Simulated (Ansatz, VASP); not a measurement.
Two plane-wave programs on W

```
W
1.0
    -1.57695    1.57695    1.57695
     1.57695   -1.57695    1.57695
     1.57695    1.57695   -1.57695
W
1
Cartesian
  0.0000 0.0000 0.0000
```

Alike in both runs: functional PBEsol; k mesh 19 × 19 × 19; occupations fermi-dirac, width 0.1 eV; no spin polarisation.

Ansatz relaxed the structure, and its values are those at the end. VASP's run is a single point on that final structure, the one shown.

|  | VASP | Ansatz |
| --- | --- | --- |
| version | VASP 6.6.1 | Ansatz 0.2.0 |
| potentials or method | VASP PAW PBE potentials, release 64 (W_sv) | PAW with Ansatz's default frozen-core files, scalar-relativistic |
| plane-wave cutoff (eV) | 520 | 420 |
| valence electrons in the cell | 14 | 14 |

```tsv
	VASP	Ansatz	Ansatz less VASP
pressure (GPa)	0.6	0.0	-0.66
```

VASP's potentials were made for PBE, not for PBEsol.

Spin-orbit coupling is off throughout.
